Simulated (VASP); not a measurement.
Write the native input for VASP 6.6.1 that does the following.

| Property | Result |
| --- | --- |
| Task | single point |
| Functional | PBE |
| Potentials or basis | VASP PAW PBE potentials, release 64 (Hf_pv, O) |
| Cutoff | 600 eV |
| k mesh | 2 × 2 × 2 |
| Occupations | gaussian, width 0.01 eV |
| Spin | no spin polarisation |
| Dipole correction | no |
| Further INCAR settings | ALGO = Normal; EDIFF = 1e-06; NBANDS = 18 |

The structure of HfO2 lies in POSCAR:

```
HfO2
1.0
    0.0000000000      2.4152430200      2.4152430200
    2.4152430200      0.0000000000      2.4152430200
    2.4152430200      2.4152430200      0.0000000000
Hf O
1 2
Direct
    0.0000000000      0.0000000000      0.0000000000
    0.2500000000      0.2500000000      0.2500000000
    0.7500000000      0.7500000000      0.7500000000
```

The input as run:

INCAR

```
  ALGO = Normal
  EDIFF = 1E-6
  ENCUT = 600
  GGA = PE
  GGA_COMPAT = F
  ISIF = 2
  ISMEAR = 0
  LASPH = T
  LCHARG = F
  LREAL = F
  LWAVE = F
  NBANDS = 18
  NELM = 120
  PREC = Accurate
  SIGMA = 0.01
```

KPOINTS

```
k-points
0
Gamma
  2 2 2
```

Potentials or basis: VASP PAW PBE potentials, release 64 (Hf_pv, O).

Launch:

```sh
$ cat potpaw_PBE.64/Hf_pv/POTCAR potpaw_PBE.64/O/POTCAR > POTCAR
$ mpirun -np 1 vasp_std > vasp.out
```

It gave:

* Pressure: 57.3 GPa
* Band gap on the k mesh: 3.93 eV, indirect (least direct gap 3.99 eV)

Caveat: the k points lie up to 1.13 Å⁻¹ apart; spin-orbit coupling is left out, which moves the levels of the heavy elements.

Run time: 3.5 s on 1 thread of AMD EPYC 9R14 (Zen 4) (shared host), peak memory 0.12 GiB.
